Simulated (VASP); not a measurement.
# Ga4As3P (P1) in VASP: relaxation of cell and atoms with PBE

Aim: the relaxation of cell and atoms of Ga4As3P with PBE.

Everything below comes from runs of VASP 6.6.1. Logs are shortened: lines on timing, memory, paths and dates and some standing lists are left out, and cuts for length are marked.

### 1 The cell of the first run

The typed cell holds 8 atoms: a = 3.975 Å, b = 3.941 Å, c = 11.063 Å, α = 88.95°, β = 89.66°, γ = 90.94°.

### 2 Relaxation of cell and atoms, PBE

INCAR reads:

```
SYSTEM = Ga4As3P
  PREC = Accurate
  ENCUT = 600
  EDIFF = 1E-6
  ISMEAR = 0
  SIGMA = 0.1
  LREAL = .FALSE.
  LASPH = .TRUE.
  NELM = 60
  ALGO = Normal
  ISIF = 3
  LWAVE = .FALSE.
  LCHARG = .FALSE.
  GGA = PE
  IBRION = 2
  NSW = 80
  EDIFFG = -0.025
```

KPOINTS reads:

```
Automatic mesh
0
G
  4 4 2
  0 0 0
```

POSCAR reads:

```
Ga4As3P
1.0
    3.9745895884     -0.0323786377      0.0118841197
   -0.0323786377      3.9404046445      0.0358469003
    0.0336259531      0.1014283110     11.0621959263
Ga P As
4 1 3
Direct
    0.4932460841      1.0342268648      0.6110378816
   -0.0420019281      0.5034953534      0.8721674598
    0.5339979012      1.0132368862      0.1403412637
    1.0040614677      0.4940360242      0.3922742235
   -0.0108075106     -0.0226211392      0.4936440954
   -0.0160461937      0.0042687132     -0.0032773417
    0.5252772166      0.5185744855      0.2452711504
    0.5122729627      0.4547828119      0.7485412673
```

Potentials or basis: VASP PAW PBE potentials, release 64 (Ga_d, P, As).

Run with:

```bash
cat potpaw_PBE.64/Ga_d/POTCAR potpaw_PBE.64/P/POTCAR potpaw_PBE.64/As/POTCAR > POTCAR
mpirun -np 1 vasp_std > vasp.out
```

OUTCAR:

```text
SYSTEM = Ga4As3P
   PREC = Accurate
   ENCUT = 600
   EDIFF = 1E-6
   ISMEAR = 0
   LREAL = .FALSE.
   LASPH = .TRUE.
   NELM = 60
   ISIF = 3
   GGA = PE
   IBRION = 2
   NSW = 80
   EDIFFG = -0.025

 ion  position               nearest neighbor table
   1  0.493  0.034  0.611-   8 2.27   5 2.37   5 2.40   8 2.72
   2  0.958  0.503  0.872-   8 2.25   6 2.39   6 2.43   8 2.60
   3  0.534  0.013  0.140-   7 2.25   7 2.32   6 2.39   6 2.71
   4  0.004  0.494  0.392-   5 2.23   5 2.31   7 2.51   7 2.63
   5  0.989  0.977  0.494-   4 2.23   4 2.31   1 2.37   1 2.40
   6  0.984  0.004  0.997-   2 2.39   3 2.39   2 2.43   3 2.71
   7  0.525  0.519  0.245-   3 2.25   3 2.32   4 2.51   4 2.63
   8  0.512  0.455  0.749-   2 2.25   1 2.27   2 2.60   1 2.72

  LATTYP: Found a triclinic cell.
 ALAT       =     3.9747392373
 B/A-ratio  =     1.4196249679
 C/A-ratio  =     3.9769765391
 COS(alpha) =     0.0000623818
 COS(beta)  =     0.4989176739
 COS(gamma) =     0.7158190302

  Lattice vectors:

 A1 = (  -3.9745895884,   0.0323786377,  -0.0118841197)
 A2 = (  -4.0069682261,   3.9727832822,   0.0239627806)
 A3 = (  -7.9180478545,  -7.9174803246, -11.1576579663)

Analysis of symmetry for initial positions (statically):
=====================================================================
 Subroutine PRICEL returns:
 Original cell was already a primitive cell.

 Routine SETGRP: Setting up the symmetry group for a
 triclinic supercell.

 Subroutine GETGRP returns: Found  1 space group operations
 (whereof  1 operations were pure point group operations)
 out of a pool of  2 trial point group operations.

The static configuration has the point symmetry C_1 .

Analysis of symmetry for dynamics (positions and initial velocities):
=====================================================================
 Subroutine PRICEL returns:
 Original cell was already a primitive cell.

 Routine SETGRP: Setting up the symmetry group for a
 triclinic supercell.

 Subroutine GETGRP returns: Found  1 space group operations
 (whereof  1 operations were pure point group operations)
 out of a pool of  2 trial point group operations.

The dynamic configuration has the point symmetry C_1 .

 Subroutine INISYM returns: Found  1 space group operations
 (whereof  1 operations are pure point group operations),
 and found     1 'primitive' translations

----------------------------------------------------------------------------------------

                                     Primitive cell

  volume of cell :     173.2228

  direct lattice vectors                    reciprocal lattice vectors
     3.974589588 -0.032378638  0.011884120     0.251617549  0.002074694 -0.000783869
    -0.032378638  3.940404645  0.035846900     0.002074694  0.253819320 -0.002333554
     0.033625953  0.101428311 11.062195926    -0.000277036 -0.000824727  0.090406369

  length of vectors
     3.974739237  3.940700717 11.062712015     0.251627323  0.253838525  0.090410555

  position of ions in fractional coordinates (direct lattice)
     0.493246084  0.034226865  0.611037882
     0.957998072  0.503495353  0.872167460
     0.533997901  0.013236886  0.140341264
     0.004061468  0.494036024  0.392274224
     0.989192489  0.977378861  0.493644095
     0.983953806  0.004268713  0.996722658
     0.525277217  0.518574485  0.245271150
     0.512272963  0.454782812  0.748541267

  ion indices of the primitive-cell ions
   primitive index   ion index
                 1           1
                 2           2
                 3           3
                 4           4
                 5           5
                 6           6
                 7           7
                 8           8

----------------------------------------------------------------------------------------

 KPOINTS: Automatic mesh

Automatic generation of k-mesh.
 Grid dimensions read from file:
 generate k-points for:    4    4    2

 Generating k-lattice:

  Cartesian coordinates                     Fractional coordinates (reciprocal lattice)
     0.062904387  0.000518673 -0.000195967     0.250000000 -0.000000000  0.000000000
     0.000518673  0.063454830 -0.000583388    -0.000000000  0.250000000  0.000000000
    -0.000138518 -0.000412364  0.045203184     0.000000000  0.000000000  0.500000000

  Length of vectors
     0.062906831  0.063459631  0.045205278

  Shift w.r.t. Gamma in fractional coordinates (k-lattice)
     0.000000000  0.000000000  0.000000000

 Subroutine IBZKPT returns following result:
 ===========================================

 Found     20 irreducible k-points:

 Following reciprocal coordinates:
            Coordinates               Weight
  0.000000  0.000000  0.000000      1.000000
  0.250000  0.000000 -0.000000      2.000000
  0.500000  0.000000 -0.000000      1.000000
 -0.000000  0.250000 -0.000000      2.000000
  0.250000  0.250000 -0.000000      2.000000
  0.500000  0.250000 -0.000000      2.000000
[... 12 lines left out ...]
  0.250000  0.500000  0.500000      2.000000
  0.500000  0.500000  0.500000      1.000000
   k-points           NKPTS =     20   k-points in BZ     NKDIM =     20   number of bands    NBANDS=     43
   number of dos      NEDOS =    301   number of ions     NIONS =      8
   total plane-waves  NPLWV =  92160
   dimension x,y,z NGX =    32 NGY =   32 NGZ =   90
   dimension x,y,z NGXF=    64 NGYF=   64 NGZF=  180
   ions per type =               4   1   3
   NGX,Y,Z   is equivalent  to a cutoff of  13.38, 13.50, 13.52 a.u.
   NGXF,Y,Z  is equivalent  to a cutoff of  26.77, 27.00, 27.05 a.u.
 SYSTEM =  Ga4As3P
   PREC   = accura    normal or accurate (medium, high low for compatibility)
   ISTART =      0    job   : 0-new  1-cont  2-samecut
   ICHARG =      2    charge: 1-file 2-atom 10-const
   ISPIN  =      1    spin polarized calculation?
   LNONCOLLINEAR =      F non collinear calculations
   LSORBIT =      F    spin-orbit coupling
   LASPH  =      T    aspherical Exc in radial PAW
   ENCUT  =  600.0 eV  44.10 Ry    6.64 a.u.   7.94  7.87 22.09*2*pi/ulx,y,z
   NELM   =     60;   NELMIN=  2; NELMDL= -5     # of ELM steps
   EDIFF  = 0.1E-05   stopping-criterion for ELM
   LREAL  =      F    real-space projection
   EDIFFG = -.3E-01   stopping-criterion for IOM
   NSW    =     80    number of steps for IOM
   IBRION =      2    ionic relax: 0-MD 1-quasi-New 2-CG
   NFREE  =      1    steps in history (QN), initial steepest desc. (CG)
   ISIF   =      3    stress and relaxation
   ISYM   =      2    0-nonsym 1-usesym 2-fastsym
   POTIM  = 0.5000    time-step for ionic-motion
   TEBEG  =    0.0;   TEEND  =   0.0 temperature during run
   PSTRESS=    0.0 pullay stress
   NELECT =      72.0000    total number of electrons
   NUPDOWN=      -1.0000    fix difference up-down
   EMIN   =  10.00;   EMAX   =-10.00  energy-range for DOS
   EFERMI =   0.00;   METHOD = LEGACY
   ISMEAR =     0;   SIGMA  =   0.10  broadening in eV -4-tet -1-fermi 0-gaus
   EFERMI_NEDOS =   21; number of points for ismear=-14 and -15
   IALGO  =     38    algorithm
   IMIX   =      4    mixing-type and parameters
     AMIX     =   0.40;   BMIX     =  1.00
     AMIX_MAG =   1.60;   BMIX_MAG =  1.00
  volume/ion in A,a.u.               =      21.65       146.12
  Fermi-wavevector in a.u.,A,eV,Ry     =   1.221755  2.308781 20.309204  1.492684
  Thomas-Fermi vector in A             =   2.356926
   LORBIT       =      0    0 simple, 1 ext, 2 COOP (PROOUT), +10 PAW based schemes
   GGA     = PE    functional components
   LHFCALC =     F    Hartree Fock is set to
   AEXX    =    0.0000 exact exchange contribution
   IVDW    =     0    specifies the selected vdW correction
   LEPSILON=     F    determine dielectric tensor
   LRPA    =     F    only Hartree local field effects (RPA)
 conjugate gradient relaxation of ions
 non-spin polarized calculation
 Gauss-broadening in eV      SIGMA  =   0.10
  energy-cutoff  :      600.00
  volume of cell :      173.22
 maximum number of plane-waves:      5802
   NGX = 15   NGY = 15   NGZ = 45

--------------------------------------- Ionic step        1  -------------------------------------------

 number of electron      71.9999997 magnetization

 Free energy of the ion-electron system (eV)
  ---------------------------------------------------
  ext. energy  EPLUGINS =         0.00000000
  ---------------------------------------------------
  free energy    TOTEN  =       -32.19969339 eV

  energy without entropy =      -32.19953493  energy(sigma->0) =      -32.19961416

 E-fermi :   4.8588     XC(G=0):  -9.7149

 val. band max:        4.6816576770   @ k =   0.0000   0.0000   0.0000
 cond. band min:       5.0427596837   @ k =   0.0000   0.0000   0.0000
 fundamental gap:      0.3611020067
 Fermi energy:         4.8588163446

 k-point     1 :       0.0000    0.0000    0.0000
  band No.  band energies     occupation
      1     -10.9414      2.00000
      2     -10.8335      2.00000
      3     -10.7827      2.00000
      4     -10.7793      2.00000
      5     -10.7544      2.00000
      6     -10.7422      2.00000
[... 1028 lines left out ...]
  FREE ENERGIE OF THE ION-ELECTRON SYSTEM (eV)
  ---------------------------------------------------
  free  energy   TOTEN  =       -33.3724994622 eV

  energy  without entropy=      -33.3688302757  energy(sigma->0) =      -33.37066487

[... ionic steps 4 to 17 ...]

--------------------------------------- Ionic step       18  -------------------------------------------

 number of electron      72.0000048 magnetization

------------------------ aborting loop because EDIFF is reached ----------------------------------------

  FORCE on cell =-STRESS in cart. coord.  units (eV):
  Direction    XX          YY          ZZ          XY          YZ          ZX
  --------------------------------------------------------------------------------------
  -------------------------------------------------------------------------------------
  Total       -0.0299029     -0.1093422     -0.0817590      0.0210740     -0.0728722      0.0374065
  in kB       -0.2601244     -0.9511637     -0.7112190      0.1833224     -0.6339128      0.3253979
  external PRESSURE =      -0.6408357 kB  Pullay stress =       0.0000000 kB
[... 69 lines left out ...]
  energy  without entropy=      -33.6693554295  energy(sigma->0) =      -33.66937723

--------------------------------------- Ionic step       20  -------------------------------------------

 number of electron      72.0000054 magnetization

 Free energy of the ion-electron system (eV)
  ---------------------------------------------------
  ext. energy  EPLUGINS =         0.00000000
  ---------------------------------------------------
  free energy    TOTEN  =       -33.66980638 eV

  energy without entropy =      -33.66977301  energy(sigma->0) =      -33.66978969

 E-fermi :   3.9637     XC(G=0):  -9.4404

 val. band max:        3.7440622043   @ k =   0.0000   0.0000   0.0000
 cond. band min:       4.1799852880   @ k =   0.0000   0.0000   0.0000
 fundamental gap:      0.4359230838
 Fermi energy:         3.9636548017

 k-point     1 :       0.0000    0.0000    0.0000
  band No.  band energies     occupation
      1     -11.0954      2.00000
      2     -11.0490      2.00000
      3     -11.0411      2.00000
      4     -11.0141      2.00000
      5     -11.0135      2.00000
      6     -10.9879      2.00000
[... 944 lines left out ...]
  FREE ENERGIE OF THE ION-ELECTRON SYSTEM (eV)
  ---------------------------------------------------
  free  energy   TOTEN  =       -33.6698063832 eV

  energy  without entropy=      -33.6697730058  energy(sigma->0) =      -33.66978969

 reached required accuracy - stopping structural energy minimisation
```

It took 21 min on 1 thread of Intel Xeon Platinum 8488C (Sapphire Rapids), shared host; peak memory 0.4 GiB.

What came out:

```
Free energy                            : -33.6698 eV
Relaxed volume                         : 22.99 Å³/atom
Relaxed cell                           : a = 4.043 Å, b = 4.042 Å, c = 11.256 Å, α = 89.98°, β = 89.97°, γ = 90.01°
Space group after relaxing (to 0.05 Å) : P-4m2 (No. 115)
Energy gained by relaxing              : 183.8 meV/atom
Ionic steps                            : 20
Pressure after relaxing                : 0.1 GPa
Largest force after relaxing           : 0.023 eV/Å
Band gap on the k mesh                 : 0.44 eV, direct
```

Forces in eV/Å, atoms in the order of the input:
```
Ga  -0.013 -0.006 -0.014
Ga   0.003 -0.006 -0.012
Ga  -0.022 -0.002  0.002
Ga  -0.003 -0.009  0.001
P    0.009  0.006 -0.009
As   0.018  0.000  0.015
As   0.004 -0.001  0.010
As   0.005  0.018  0.007
```

The path:
```csv
step,energy change (eV),largest force (eV/Å),pressure (GPa),volume (Å³)
1,0.0000,3.1578,6.68,173.22
2,-1.1251,0.9496,-3.09,196.76
3,-1.1728,1.0556,-1.92,192.03
4,-1.4000,0.4845,-0.90,186.94
5,-1.4309,0.4005,-0.10,184.44
6,-1.4495,0.1643,0.12,183.74
7,-1.4513,0.1618,0.22,183.44
8,-1.4562,0.1005,-0.07,184.26
9,-1.4570,0.1299,-0.27,184.73
10,-1.4607,0.1138,-0.07,184.32
11,-1.4627,0.1079,0.11,183.82
12,-1.4657,0.0609,-0.02,184.06
13,-1.4666,0.0646,-0.07,184.23
14,-1.4667,0.0769,-0.11,184.32
15,-1.4681,0.0666,0.07,183.91
16,-1.4682,0.0698,0.11,183.82
17,-1.4696,0.0370,-0.03,184.11
18,-1.4697,0.0393,-0.06,184.18
19,-1.4697,0.0425,-0.06,184.21
20,-1.4701,0.0232,0.06,183.94
```

Final structure:
```
CELL_PARAMETERS angstrom
4.04291 -0.00079 0.00101
0.00016 4.04205 -0.00020
0.00339 0.00351 11.25569
ATOMIC_POSITIONS crystal
Ga 0.50041 0.99911 0.61822
Ga 0.99894 0.50052 0.87258
Ga 0.50082 0.00040 0.12731
Ga 0.00014 0.50040 0.38198
P 0.00019 0.99999 0.50017
As 0.00016 0.00042 0.99983
As 0.50017 0.50031 0.25457
As 0.49917 0.49884 0.74535
```

Levels at points of the mesh, in eV from the valence-band top:
```tsv
k point	band 34	band 35	band 36	band 37	band 38	band 39
(0.00, 0.00, 0.00)	-0.05	-0.05	0.00	0.44	1.43	1.47
(0.50, 0.00, 0.00)	-1.07	-1.05	-1.03	0.97	0.98	2.48
(0.00, 0.50, 0.00)	-1.06	-1.05	-1.03	0.97	0.98	2.48
(0.50, 0.50, 0.00)	-2.53	-2.53	-2.49	1.45	1.70	1.72
(0.00, 0.00, 0.50)	-0.77	-0.57	-0.57	1.29	1.45	2.11
(0.50, 0.00, 0.50)	-1.09	-1.07	-1.06	1.84	2.04	2.04
(0.00, 0.50, 0.50)	-1.09	-1.07	-1.06	1.84	2.04	2.04
(0.50, 0.50, 0.50)	-2.94	-2.86	-2.84	2.48	2.62	2.67
```
